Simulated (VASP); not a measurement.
Sb, 1 atom in the cell. The structure is cubic, space group Im-3m (No. 229). The conventional cell has a = 3.791 Å, b = 3.791 Å, c = 3.791 Å, α = 90.00°, β = 90.00°, γ = 90.00°. Sb (site symmetry m-3m) has 14 Sb at 3.28 to 3.79 Å within 4.3 Å. 

```yaml
Program: VASP 6.6.1
Task: single point
Functional: PBE
Potentials_or_basis: VASP PAW PBE potentials, release 64 (Sb)
Cutoff: 520 eV
k_mesh: 16 × 16 × 16
Occupations: gaussian, width 0.1 eV
Spin: no spin polarisation
Dipole_correction: no
Further_INCAR_settings: ALGO = Normal; EDIFF = 1e-06; NBANDS = 8
```

Potentials or basis: VASP PAW PBE potentials, release 64 (Sb).

Run with:

```sh
$ cat potpaw_PBE.64/Sb/POTCAR > POTCAR
$ mpirun -np 1 vasp_std > vasp.out
```

Hardware: 1 thread of Intel Xeon 6975P-C (shared host).

**Question.** Estimate the wall time of this run.

**Answer.** It took 12 s on 1 thread of Intel Xeon 6975P-C, on a shared host, peak memory 0.15 GiB. Counts: scf iterations 9, k points 145.
